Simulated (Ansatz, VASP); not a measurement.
This is a calculation of Sn for Ansatz 0.2.0.

File input.yaml:

```yaml
crystal:
  lattice:
    - [-2.9401404553, 2.9401404553, 1.5993019889]
    - [2.9401404553, -2.9401404553, 1.5993019889]
    - [2.9401404553, 2.9401404553, -1.5993019889]
  atoms:
    - { symbol: Sn, position: [0.0, 0.0, 0.0] }
    - { symbol: Sn, position: [0.75, 0.25, 0.5] }
hamiltonian:
  xc: rpbe
  pseudopotentials: { kind: paw }
kpoints:
  mp_grid: { grid: [9, 9, 9] }
scf:
  occupations: { method: fermi_dirac, width: 0.05 }
output:
  forces: true
  stress: true
relax:
  f_tol: 0.01
  max_steps: 40
  cell: { stress_tol: 0.05 }
```

Potentials or basis: Ansatz PAW.

Launch:

```bash
$ ansatz run input.yaml --threads 2 --pin off --max-ram 5632MiB --backend cpu --events-out ev --progress --plain --runs-dir out
```

**Question.** Set up the same calculation for VASP 6.6.1. Potentials there: VASP PAW PBE potentials, release 64 (Sn_d).

**Answer.** As run (the cutoff follows the program's own potentials):

File INCAR:

```
SYSTEM = Sn
PREC = Accurate
ENCUT = 600
EDIFF = 1E-6
ISMEAR = -1
SIGMA = 0.05
LREAL = .FALSE.
LASPH = .TRUE.
NELM = 100
ALGO = Normal
ISIF = 3
LWAVE = .FALSE.
LCHARG = .FALSE.
GGA = RP
IBRION = 2
NSW = 60
EDIFFG = -0.01
```

The input KPOINTS:

```
regular mesh
0
G
  9 9 9
  0 0 0
```

POSCAR

```
Sn
1.0
   -2.9401404553      2.9401404553      1.5993019889
    2.9401404553     -2.9401404553      1.5993019889
    2.9401404553      2.9401404553     -1.5993019889
Sn
2
Direct
    0.0000000000      0.0000000000      0.0000000000
    0.7500000000      0.2500000000      0.5000000000
```

Potentials or basis: VASP PAW PBE potentials, release 64 (Sn_d).

The run is started by

```console
$ cat potpaw_PBE.64/Sn_d/POTCAR > POTCAR
$ mpirun -np 1 vasp_std > vasp.out
```

Both were run:

|  | VASP | Ansatz | Ansatz less VASP |
| --- | --- | --- | --- |
| relaxed volume (Å³/atom) | 29.27 | 29.29 | +0.014 |
| relaxed length of the cell vector where the two differ most in proportion (Å) | 4.543 | 4.544 | +0.0011 |

VASP's potentials were made for PBE, not for RPBE.

Noted on Ansatz's run: the plane-wave basis is chosen anew once the cell has moved, so the energies of steps on either side of that aren't comparable.
